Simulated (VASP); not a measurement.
**Si (a cell with a defect): single point with PBE**

The system is Si (a cell with a defect).

```
Si
1.0
     0.00000    5.43000    5.43000
     5.43000    0.00000    5.43000
     5.43000    5.43000    0.00000
Si
17
Cartesian
  -0.0060 -0.0091 0.0010
  1.3567 1.3550 1.3205
  2.7223 2.7163 0.0035
  4.0725 4.0698 1.3557
  2.7357 -0.0273 2.6897
  4.1034 1.3547 4.0706
  5.4235 2.7143 2.7062
  6.7869 4.0324 4.0708
  -0.0242 2.7367 2.6878
  1.3571 4.1023 4.0700
  2.7188 5.4219 2.7077
  4.0403 6.7845 4.0702
  2.7375 2.7363 5.4515
  4.0705 4.0705 6.7857
  5.4063 5.4014 5.4512
  6.7872 6.7842 6.8172
  6.7858 6.7838 4.0695
```

```json
{"Program": "VASP 6.6.1", "Task": "single point", "Functional": "PBE", "Potentials or basis": "VASP PAW PBE potentials, release 64 (Si)", "Cutoff": "520 eV", "k mesh": "2 × 2 × 2", "Occupations": "fermi-dirac, width 0.05 eV", "Spin": "no spin polarisation"}
```

```json
{
  "Pressure": "5.3 GPa",
  "Largest force": "0.022 eV/Å",
  "Band gap on the k mesh": "zero (band 34 reaches 6.93 eV, above the bottom of band 35 at 6.67 eV)"
}
```

Forces on the atoms (eV/Å):
```
Si  -0.007  0.006  0.020
Si  -0.004 -0.011  0.011
Si  -0.005  0.008  0.004
Si   0.001  0.003  0.003
Si   0.007 -0.006 -0.006
Si  -0.006 -0.010 -0.006
Si  -0.003  0.021  0.006
Si  -0.004  0.016 -0.009
Si  -0.001 -0.001 -0.002
Si  -0.002 -0.009 -0.008
Si   0.019 -0.002 -0.006
Si   0.005 -0.011 -0.009
Si   0.003  0.001  0.002
Si   0.003  0.000  0.000
Si  -0.002 -0.002  0.002
Si  -0.002 -0.010 -0.007
Si  -0.001  0.007  0.005
```

Levels at points of the mesh, in eV from the Fermi level:
```
           k point  band 31  band 32  band 33  band 34  band 35  band 36  band 37  band 38
(0.00, 0.00, 0.00)    -0.79    -0.79    -0.79    -0.21    -0.21    -0.20     0.11     0.11
(0.50, 0.00, 0.00)    -1.55    -1.40    -1.40    -0.32     0.56     0.57     0.93     0.93
(0.00, 0.50, 0.00)    -1.54    -1.40    -1.40    -0.31     0.56     0.57     0.92     0.93
(0.00, 0.00, 0.50)    -1.55    -1.40    -1.40    -0.31     0.57     0.57     0.92     0.93
(0.50, 0.50, 0.50)    -1.54    -1.40    -1.40    -0.31     0.56     0.57     0.93     0.93
(0.50, 0.50, 0.00)    -1.99    -1.86    -0.96     0.05     0.74     1.05     1.06     1.18
(0.00, 0.50, 0.50)    -1.99    -1.86    -0.97     0.05     0.74     1.05     1.06     1.18
(0.50, 0.00, 0.50)    -1.99    -1.86    -0.96     0.04     0.74     1.05     1.06     1.17
```

It took 7.1 min on 1 thread of AMD EPYC 7R13 (shared host), peak memory 0.47 GiB.

Caveat: the k points lie up to 0.50 Å⁻¹ apart.
